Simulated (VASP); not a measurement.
**Si3Au: relaxation of cell and atoms with PBE**

The system is Si3Au.

```
CELL_PARAMETERS angstrom
0.00000 3.20295 3.20295
3.20295 0.00000 3.20295
3.20295 3.20295 0.00000
ATOMIC_POSITIONS crystal
Si 0.50000 0.50000 0.50000
Si 0.25000 0.25000 0.25000
Si 0.75000 0.75000 0.75000
Au 0.00000 0.00000 0.00000
```

```
Program                : VASP 6.6.1
Task                   : relaxation of cell and atoms
Functional             : PBE
Potentials or basis    : VASP PAW PBE potentials, release 64 (Si, Au)
Cutoff                 : 600 eV
k mesh                 : 12 × 12 × 12
Occupations            : gaussian, width 0.1 eV
Spin                   : no spin polarisation
Dipole correction      : no
Further INCAR settings : ALGO = Normal; EDIFF = 1e-06; IBRION = 2; EDIFFG = -0.01; NSW = 100; ISIF = 3
```

The pressure after relaxing is 0.0 GPa.

Final structure:
```
CELL_PARAMETERS angstrom
0.00000 3.20295 3.20295
3.20295 0.00000 3.20295
3.20295 3.20295 0.00000
ATOMIC_POSITIONS crystal
Si 0.50000 0.50000 0.50000
Si 0.25000 0.25000 0.25000
Si 0.75000 0.75000 0.75000
Au 0.00000 0.00000 0.00000
```

Levels at points of the mesh, in eV from the Fermi level:
```
           k point  band 8  band 9  band 10  band 11  band 12  band 13  band 14  band 15
(0.00, 0.00, 0.00)   -2.34   -1.79    -1.79    -1.79     0.27     0.27     0.27     1.42
(0.50, 0.00, 0.00)   -4.55   -2.04    -2.04    -1.12    -1.12    -0.77     3.17     3.56
(0.50, 0.50, 0.00)   -5.12   -4.83    -3.44    -2.42     3.52     3.52     4.05     4.37
```

It took 78 s on 1 thread of Intel(R) Xeon(R) Platinum 8375C CPU @ 2.90GHz (Ice Lake) (shared host), peak memory 0.26 GiB.

Caveat: the relaxation stopped at its first step, so nothing moved; spin-orbit coupling is left out, which moves the levels of the heavy elements.
